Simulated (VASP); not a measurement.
Runs of VASP 6.6.1 on AlN. The structure is that of space group F-43m (No. 216), or close to it. The cells are those of the table. 

```tsv
cell	gap on the mesh (eV)	pressure (GPa)
a = 3.017 Å, angles 60.0°, 2 atoms	3.35	21.5
a = 3.144 Å, angles 60.0°, 2 atoms	3.29	(b)
a = 3.114 Å, angles 60.0°, 2 atoms	3.31	-0.4
a = 3.214 Å, angles 60.0°, 2 atoms	3.18	(a)
a = 3.050 Å, angles 60.0°, 2 atoms	3.34	13.1
a = 3.082 Å, angles 60.0°, 2 atoms	3.32	5.8
a = 2.984 Å, angles 60.0°, 2 atoms	3.36	31.3
```

Alike in all rows: task single point; level PBE; potentials or basis VASP PAW PBE potentials, release 64 (Al, N); no spin polarisation; k mesh 10 × 10 × 10; cutoff (eV) 600; smearing gaussian 0.02 eV.

Q: Fill in the values left out.

A: (a) -15.6; (b) -5.8.

Caveats: the cell stands under pressure (at least some runs); the cell stands under tension (at least some runs).

A k mesh can miss the band edges.
